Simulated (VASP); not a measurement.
# Sr (Fm-3m) in VASP: further runs

The runs below take Sr through single point, relaxation of cell and atoms, with r2SCAN.

Program: VASP 6.6.1. These are calculated values, not measurements. Logs are shortened: lines on timing, memory, paths and dates and some standing lists are left out, and cuts for length are marked.

### 1 The cell of the first run

The structure is cubic, space group Fm-3m (No. 225). The conventional cell has a = 6.160 Å, b = 6.160 Å, c = 6.160 Å, α = 90.00°, β = 90.00°, γ = 90.00°. Sr (site symmetry m-3m) has 12 Sr at 4.36 Å within 5.7 Å.

### 2 Single point, r2SCAN (58.44 Å³/atom)

POSCAR

```
Sr
1.0
    0.0000000000      3.0800731458      3.0800731458
    3.0800731458      0.0000000000      3.0800731458
    3.0800731458      3.0800731458      0.0000000000
Sr
1
Direct
    0.0000000000      0.0000000000      0.0000000000
```

INCAR.step1

```
SYSTEM = Sr
PREC = Accurate
ENCUT = 520
ISMEAR = 0
SIGMA = 0.1
LREAL = .False.
LASPH = .True.
NELM = 80
NBANDS = 11
GGA = PE
ALGO = Normal
EDIFF = 1E-4
LWAVE = .True.
LCHARG = .False.
```

INCAR.step2

```
SYSTEM = Sr
PREC = Accurate
ENCUT = 520
EDIFF = 1E-7
ISMEAR = 0
SIGMA = 0.1
LREAL = .False.
LASPH = .True.
NELM = 80
ALGO = Normal
ISIF = 2
LWAVE = .False.
LCHARG = .False.
METAGGA = R2SCAN
LMIXTAU = .True.
NBANDS = 11
ISTART = 1
```

KPOINTS

```
regular mesh
0
Gamma
  12 12 12
  0 0 0
```

Potentials or basis: VASP PAW PBE potentials, release 64 (Sr_sv).

On the command line:

```sh
$ cat potpaw_PBE.64/Sr_sv/POTCAR > POTCAR
$ cp INCAR.step1 INCAR
$ mpirun -np 1 vasp_std > vasp.out
$ cp INCAR.step2 INCAR
$ mpirun -np 1 vasp_std > vasp.out
```

OUTCAR:

```text
SYSTEM = Sr
   PREC = Accurate
   ENCUT = 520
   EDIFF = 1E-7
   ISMEAR = 0
   LREAL = .False.
   LASPH = .True.
   NELM = 80
   ISIF = 2
   METAGGA = R2SCAN
   ISTART = 1

 ion  position               nearest neighbor table
   1  0.000  0.000  0.000-

  LATTYP: Found a face centered cubic cell.
 ALAT       =     6.1601462916

  Lattice vectors:

 A1 = (   0.0000000000,   3.0800731458,   3.0800731458)
 A2 = (   3.0800731458,   0.0000000000,   3.0800731458)
 A3 = (   3.0800731458,   3.0800731458,   0.0000000000)

Analysis of symmetry for initial positions (statically):
=====================================================================
 Subroutine PRICEL returns:
 Original cell was already a primitive cell.

 Routine SETGRP: Setting up the symmetry group for a
 face centered cubic supercell.

 Subroutine GETGRP returns: Found 48 space group operations
 (whereof 48 operations were pure point group operations)
 out of a pool of 48 trial point group operations.

The static configuration has the point symmetry O_h .

Analysis of symmetry for dynamics (positions and initial velocities):
=====================================================================
 Subroutine PRICEL returns:
 Original cell was already a primitive cell.

 Routine SETGRP: Setting up the symmetry group for a
 face centered cubic supercell.

 Subroutine GETGRP returns: Found 48 space group operations
 (whereof 48 operations were pure point group operations)
 out of a pool of 48 trial point group operations.

The dynamic configuration has the point symmetry O_h .

 Subroutine INISYM returns: Found 48 space group operations
 (whereof 48 operations are pure point group operations),
 and found     1 'primitive' translations

----------------------------------------------------------------------------------------

                                     Primitive cell

  volume of cell :      58.4404

  direct lattice vectors                    reciprocal lattice vectors
     0.000000000  3.080073146  3.080073146    -0.162333807  0.162333807  0.162333807
     3.080073146  0.000000000  3.080073146     0.162333807 -0.162333807  0.162333807
     3.080073146  3.080073146  0.000000000     0.162333807  0.162333807 -0.162333807

  length of vectors
     4.355881216  4.355881216  4.355881216     0.281170402  0.281170402  0.281170402

  position of ions in fractional coordinates (direct lattice)
     0.000000000  0.000000000  0.000000000

  ion indices of the primitive-cell ions
   primitive index   ion index
                 1           1

----------------------------------------------------------------------------------------

 KPOINTS: regular mesh

Automatic generation of k-mesh.
 Grid dimensions read from file:
 generate k-points for:   12   12   12

 Generating k-lattice:

  Cartesian coordinates                     Fractional coordinates (reciprocal lattice)
    -0.013527817  0.013527817  0.013527817     0.083333333  0.000000000  0.000000000
     0.013527817 -0.013527817  0.013527817     0.000000000  0.083333333  0.000000000
     0.013527817  0.013527817 -0.013527817     0.000000000  0.000000000  0.083333333

  Length of vectors
     0.023430867  0.023430867  0.023430867

  Shift w.r.t. Gamma in fractional coordinates (k-lattice)
     0.000000000  0.000000000  0.000000000

 Subroutine IBZKPT returns following result:
 ===========================================

 Found     72 irreducible k-points:

 Following reciprocal coordinates:
            Coordinates               Weight
  0.000000  0.000000  0.000000      1.000000
  0.083333  0.000000  0.000000      8.000000
  0.166667  0.000000  0.000000      8.000000
  0.250000  0.000000  0.000000      8.000000
  0.333333  0.000000  0.000000      8.000000
  0.416667  0.000000  0.000000      8.000000
[... 16 lines left out ...]
  0.500000  0.166667  0.000000     24.000000
 -0.416667  0.166667  0.000000     24.000000
 [... further k-points ...]
   k-points           NKPTS =     72   k-points in BZ     NKDIM =     72   number of bands    NBANDS=     11
   number of dos      NEDOS =    301   number of ions     NIONS =      1
   total plane-waves  NPLWV =  32768
   dimension x,y,z NGX =    32 NGY =   32 NGZ =   32
   dimension x,y,z NGXF=    64 NGYF=   64 NGZF=   64
   ions per type =               1
   NGX,Y,Z   is equivalent  to a cutoff of  12.21, 12.21, 12.21 a.u.
   NGXF,Y,Z  is equivalent  to a cutoff of  24.43, 24.43, 24.43 a.u.
 SYSTEM =  Sr
   PREC   = accura    normal or accurate (medium, high low for compatibility)
   ISTART =      1    job   : 0-new  1-cont  2-samecut
   ICHARG =      0    charge: 1-file 2-atom 10-const
   ISPIN  =      1    spin polarized calculation?
   LNONCOLLINEAR =      F non collinear calculations
   LSORBIT =      F    spin-orbit coupling
   LASPH  =      T    aspherical Exc in radial PAW
   ENCUT  =  520.0 eV  38.22 Ry    6.18 a.u.   8.10  8.10  8.10*2*pi/ulx,y,z
   NELM   =     80;   NELMIN=  2; NELMDL=  0     # of ELM steps
   EDIFF  = 0.1E-06   stopping-criterion for ELM
   LREAL  =      F    real-space projection
   EDIFFG = 0.1E-05   stopping-criterion for IOM
   NSW    =      0    number of steps for IOM
   IBRION =     -1    ionic relax: 0-MD 1-quasi-New 2-CG
   NFREE  =      0    steps in history (QN), initial steepest desc. (CG)
   ISIF   =      2    stress and relaxation
   ISYM   =      2    0-nonsym 1-usesym 2-fastsym
   POTIM  = 0.5000    time-step for ionic-motion
   TEBEG  =    0.0;   TEEND  =   0.0 temperature during run
   PSTRESS=    0.0 pullay stress
   NELECT =      10.0000    total number of electrons
   NUPDOWN=      -1.0000    fix difference up-down
   EMIN   =  10.00;   EMAX   =-10.00  energy-range for DOS
   EFERMI =   0.00;   METHOD = LEGACY
   ISMEAR =     0;   SIGMA  =   0.10  broadening in eV -4-tet -1-fermi 0-gaus
   EFERMI_NEDOS =   21; number of points for ismear=-14 and -15
   IALGO  =     38    algorithm
   IMIX   =      4    mixing-type and parameters
     AMIX     =   0.40;   BMIX     =  1.00
     AMIX_MAG =   1.60;   BMIX_MAG =  1.00
  volume/ion in A,a.u.               =      58.44       394.38
  Fermi-wavevector in a.u.,A,eV,Ry     =   0.908874  1.717523 11.239125  0.826052
  Thomas-Fermi vector in A             =   2.032852
   LORBIT       =      0    0 simple, 1 ext, 2 COOP (PROOUT), +10 PAW based schemes
   METAGGA = R2SCAN    functional components
   LHFCALC =     F    Hartree Fock is set to
   AEXX    =    0.0000 exact exchange contribution
   IVDW    =     0    specifies the selected vdW correction
   LEPSILON=     F    determine dielectric tensor
   LRPA    =     F    only Hartree local field effects (RPA)
 non-spin polarized calculation
 Gauss-broadening in eV      SIGMA  =   0.10
  energy-cutoff  :      520.00
  volume of cell :       58.44
 maximum number of plane-waves:      1592
   NGX = 17   NGY = 17   NGZ = 17

 number of electron      10.0000000 magnetization

 Free energy of the ion-electron system (eV)
  ---------------------------------------------------
  ext. energy  EPLUGINS =         0.00000000
  ---------------------------------------------------
  free energy    TOTEN  =       -15.09962822 eV

  energy without entropy =      -15.09055526  energy(sigma->0) =      -15.09509174

 E-fermi :   1.3804     XC(G=0):  -7.6012

 val. band max:        1.3599211303   @ k =   0.5000   0.0833   0.0000
 cond. band min:       1.3969570911   @ k =  -0.3333   0.3333   0.1667
 fundamental gap:      0.0370359608
 Fermi energy:         1.3804380401

 k-point     1 :       0.0000    0.0000    0.0000
  band No.  band energies     occupation
      1     -36.7456      2.00000
      2     -18.0124      2.00000
      3     -18.0124      2.00000
      4     -18.0124      2.00000
      5      -2.3419      2.00000
      6       4.0328      0.00000
      7       4.0328      0.00000
      8       4.0328      0.00000
      9       5.4886      0.00000
     10       5.4886      0.00000
     11       8.7424      0.00000

 k-point     2 :       0.0833    0.0000    0.0000
  band No.  band energies     occupation
      1     -36.7449      2.00000
      2     -18.0237      2.00000
      3     -18.0140      2.00000
      4     -18.0140      2.00000
      5      -2.2304      2.00000
      6       3.8409      0.00000
      7       4.0845      0.00000
      8       4.0845      0.00000
      9       5.4163      0.00000
     10       5.4163      0.00000
     11       9.0378      0.00000

 k-point     3 :       0.1667    0.0000    0.0000
  band No.  band energies     occupation
      1     -36.7428      2.00000
      2     -18.0544      2.00000
      3     -18.0181      2.00000
      4     -18.0181      2.00000
      5      -1.9053      2.00000
      6       3.3826      0.00000
      7       4.1831      0.00000
      8       4.1831      0.00000
      9       5.3123      0.00000
     10       5.3123      0.00000
     11       9.2116      0.00000

 k-point     4 :       0.2500    0.0000    0.0000
  band No.  band energies     occupation
      1     -36.7399      2.00000
      2     -18.0958      2.00000
      3     -18.0237      2.00000
      4     -18.0237      2.00000
      5      -1.3947      2.00000
      6       2.8270      0.00000
      7       4.1703      0.00000
      8       4.1703      0.00000
      9       5.4303      0.00000
     10       5.4303      0.00000
     11       8.4403      0.00000
[... 239 lines left out ...]
 k-point    22 :       0.4167    0.1667    0.0000
  band No.  band energies     occupation
      1     -36.7348      2.00000
      2     -18.1428      2.00000
      3     -18.0504      2.00000
      4     -18.0441      2.00000
      5      -0.1871      2.00000
      6       2.0700      0.00000
      7       3.3535      0.00000
      8       4.3060      0.00000
      9       5.6459      0.00000
     10       6.4391      0.00000
     11       7.6678      0.00000

 k-point    23 :       0.5000    0.1667    0.0000
  band No.  band energies     occupation
      1     -36.7333      2.00000
      2     -18.1603      2.00000
      3     -18.0591      2.00000
      4     -18.0443      2.00000
      5       0.4937      2.00000
      6       1.5411      0.02311
      7       3.2420      0.00000
      8       4.1983      0.00000
      9       6.1528      0.00000
     10       6.5444      0.00000
     11       7.1019      0.00000

 k-point    24 :      -0.4167    0.1667    0.0000
  band No.  band energies     occupation
      1     -36.7331      2.00000
      2     -18.1617      2.00000
      3     -18.0646      2.00000
      4     -18.0409      2.00000
      5       0.6793      2.00000
      6       1.4054      0.72407
      7       3.1952      0.00000
      8       4.1613      0.00000
      9       6.2114      0.00000
     10       6.4848      0.00000
     11       7.1403      0.00000

 [... further k-points ...]
[... 5 lines left out ...]
  --------------------------------------------------------------------------------------
  -------------------------------------------------------------------------------------
  Total       -0.1145993     -0.1145993     -0.1145993     -0.0000000      0.0000000     -0.0000000
  in kB       -3.1418080     -3.1418080     -3.1418080     -0.0000000      0.0000000     -0.0000000
  external PRESSURE =      -3.1418080 kB  Pullay stress =       0.0000000 kB

 VOLUME and BASIS-vectors are now :
 -----------------------------------------------------------------------------
  energy-cutoff  :      520.00
  volume of cell :       58.44
      direct lattice vectors                 reciprocal lattice vectors
     0.000000000  3.080073146  3.080073146    -0.162333807  0.162333807  0.162333807
     3.080073146  0.000000000  3.080073146     0.162333807 -0.162333807  0.162333807
     3.080073146  3.080073146  0.000000000     0.162333807  0.162333807 -0.162333807

 POSITION                                       TOTAL-FORCE (eV/Angst)
 -----------------------------------------------------------------------------------
      0.00000      0.00000      0.00000         0.000000      0.000000      0.000000
 -----------------------------------------------------------------------------------
    total drift:                                0.000000      0.000000      0.000000

  FREE ENERGIE OF THE ION-ELECTRON SYSTEM (eV)
  ---------------------------------------------------
  free  energy   TOTEN  =       -15.0996282226 eV

  energy  without entropy=      -15.0905552551  energy(sigma->0) =      -15.09509174
```

Wall time 60 s (1 thread of Intel Xeon 6975P-C (Granite Rapids), shared host); peak memory 0.21 GiB.

Results:

* Free energy: -15.0996 eV
* Pressure: -0.3 GPa
* Band gap on the k mesh: zero (bands 5 and 6 overlap by 0.24 eV)

Levels at points of the mesh, in eV from the Fermi level:
```tsv
k point	band 1	band 2	band 3	band 4	band 5	band 6	band 7	band 8	band 9	band 10
(0.00, 0.00, 0.00)	-38.13	-19.39	-19.39	-19.39	-3.72	2.65	2.65	2.65	4.11	4.11
(0.50, 0.00, 0.00)	-38.11	-19.56	-19.42	-19.42	-1.01	-0.08	2.47	2.47	5.12	5.12
(0.50, 0.50, 0.00)	-38.11	-19.55	-19.45	-19.45	-0.51	0.56	0.93	5.12	5.42	5.42
```

Caveat: the PAW data sets were made with another functional, which shifts forces and pressure a little.

### 3 Single point, r2SCAN (60.14 Å³/atom)

This run uses another cell than the first one, of 60.14 Å³/atom.

POSCAR

```
Sr
1.0
    0.0000000000      3.1096910507      3.1096910507
    3.1096910507      0.0000000000      3.1096910507
    3.1096910507      3.1096910507      0.0000000000
Sr
1
Direct
    0.0000000000      0.0000000000      0.0000000000
```

INCAR.step1

```
SYSTEM = Sr
ALGO = Normal ; EDIFF = 1E-4
ENCUT = 520 ; GGA = PE
ISMEAR = 0 ; LASPH = .TRUE.
LCHARG = .FALSE. ; LREAL = .FALSE.
LWAVE = .TRUE. ; NBANDS = 11
NELM = 80 ; PREC = Accurate
SIGMA = 0.1
```

INCAR.step2

```
SYSTEM = Sr
ALGO = Normal ; EDIFF = 1E-6
ENCUT = 520 ; ISIF = 2
ISMEAR = 0 ; ISTART = 1
LASPH = .TRUE. ; LCHARG = .FALSE.
LMIXTAU = .TRUE. ; LREAL = .FALSE.
LWAVE = .FALSE. ; METAGGA = R2SCAN
NBANDS = 11 ; NELM = 80
PREC = Accurate ; SIGMA = 0.1
```

KPOINTS

```
k-points
0
G
  12 12 12
  0 0 0
```

Potentials or basis: VASP PAW PBE potentials, release 64 (Sr_sv).

On the command line:

```sh
$ cat potpaw_PBE.64/Sr_sv/POTCAR > POTCAR
$ cp INCAR.step1 INCAR
$ mpirun -np 1 vasp_std > vasp.out
$ cp INCAR.step2 INCAR
$ mpirun -np 1 vasp_std > vasp.out
```

Wall time 90 s (1 thread of Intel Xeon 6975P-C (Granite Rapids), shared host); peak memory 0.23 GiB.

Results (log left out):

```
Free energy            : -15.0948 eV
Pressure               : -0.6 GPa
Band gap on the k mesh : zero (bands 5 and 6 overlap by 0.29 eV)
```

Levels at points of the mesh, in eV from the Fermi level:
```tsv
k point	band 2	band 3	band 4	band 5	band 6	band 7	band 8	band 9
(0.00, 0.00, 0.00)	-19.45	-19.45	-19.45	-3.67	2.62	2.62	2.62	4.04
(0.50, 0.00, 0.00)	-19.60	-19.47	-19.47	-1.00	-0.11	2.45	2.45	5.02
(0.50, 0.50, 0.00)	-19.59	-19.51	-19.51	-0.48	0.58	0.88	5.02	5.30
```

Caveat: the PAW data sets were made with another functional, which shifts forces and pressure a little.

(Continued in part 2 of 2.)
